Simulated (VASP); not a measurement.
**Rh: single point with PBEsol**

The system is Rh.

```
Rh
1.0
     2.77967    0.00000    0.00000
    -1.38983    2.40726    0.00000
     0.00000    0.00000    9.06786
Rh
4
Cartesian
  -1.3898 2.4073 0.0000
  -1.3898 2.4073 4.5339
  0.0000 1.6048 2.2670
  1.3898 0.8024 6.8009
```

This isn't the form of Rh at room conditions, which is fcc.

```yaml
Program: VASP 6.6.1
Task: single point
Functional: PBEsol
Potentials_or_basis: VASP PAW PBE potentials, release 64 (Rh_pv)
Cutoff: 520 eV
k_mesh: 15 × 15 × 4
Occupations: fermi-dirac, width 0.1 eV
Spin: no spin polarisation
```

```yaml
Pressure: -24.7 GPa
Band_gap_on_the_k_mesh: zero (bands 30 and 31 overlap by 1.61 eV)
```

Stress tensor (GPa, compression positive):
```
-24.56   0.00   0.00
  0.00 -24.56   0.00
  0.00   0.00 -24.89
```

Levels at points of the mesh, in eV from the Fermi level:
```csv
k point,band 28,band 29,band 30,band 31,band 32,band 33
"(0.00, 0.00, 0.00)",-1.23,-1.23,-0.72,-0.72,-0.30,-0.30
"(0.00, 0.00, 0.50)",-0.97,-0.97,-0.97,-0.97,-0.97,0.07
```

Run time: 87 s on 1 thread of Intel(R) Xeon(R) 6975P-C (Granite Rapids) (shared host), peak memory 0.27 GiB.

Caveat: the cell stands under tension; the PAW data sets were made with another functional, which shifts forces and pressure a little.
